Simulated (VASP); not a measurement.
Write the native input for VASP 6.6.1 that does the following.

* Task: relaxation of cell and atoms
* Functional: BLYP
* Dispersion: D3(BJ)
* Potentials or basis: VASP PAW PBE potentials, release 64 (Bi_d)
* Cutoff: 600 eV
* k mesh: 8 × 8 × 8
* Occupations: methfessel-paxton, width 0.1 eV
* Spin: no spin polarisation
* Dipole correction: no
* Further INCAR settings: ALGO = Normal; EDIFF = 1e-06; IBRION = 2; EDIFFG = -0.03; NSW = 80; ISIF = 3

The structure of Bi lies in POSCAR:

```
Bi
1.0
    3.4319380000      0.0000000000      0.0000000000
   -1.1439792975      3.2356621892      0.0000000000
   -1.1439792975     -1.6178310186      2.8021656978
Bi
1
Direct
    0.0000000000      0.0000000000      0.0000000000
```

These files were run (other wordings do the same):

INCAR

```
SYSTEM = Bi
PREC = Accurate
ENCUT = 600
EDIFF = 1E-6
ISMEAR = 1
SIGMA = 0.1
LREAL = .FALSE.
LASPH = .TRUE.
NELM = 80
ALGO = Normal
ISIF = 3
LWAVE = .FALSE.
LCHARG = .FALSE.
GGA = B5
ALDAX = 1.0
AGGAX = 1.0
AGGAC = 1.0
ALDAC = 0.0
IVDW = 12
VDW_S6 = 1.0
VDW_S8 = 2.6996
VDW_A1 = 0.4298
VDW_A2 = 4.2359
IBRION = 2
NSW = 80
EDIFFG = -0.03
```

KPOINTS

```
regular mesh
0
G
  8 8 8
  0 0 0
```

Potentials or basis: VASP PAW PBE potentials, release 64 (Bi_d).

Command:

```sh
$ cat potpaw_PBE.64/Bi_d/POTCAR > POTCAR
$ mpirun -np 1 vasp_std > vasp.out
```

Results of the run:

The relaxed volume is 30.52 Å³/atom, the relaxed cell is a = 3.410 Å, b = 3.410 Å, c = 3.410 Å, α = 109.47°, β = 109.47°, γ = 109.47° and the space group after relaxing (to 0.05 Å) is Im-3m (No. 229). The energy gained by relaxing is 2.0 meV/atom and the ionic steps are 3. The pressure after relaxing is 0.0 GPa and the dispersion energy per atom is -1.247 eV.

Caveat: the PAW data sets were made with another functional, which shifts forces and pressure a little; pairwise dispersion overbinds metals, which lowers pressure and volume.

Wall time 29 s on 1 thread of Intel Xeon 6975P-C, on a shared host, peak memory 0.17 GiB.
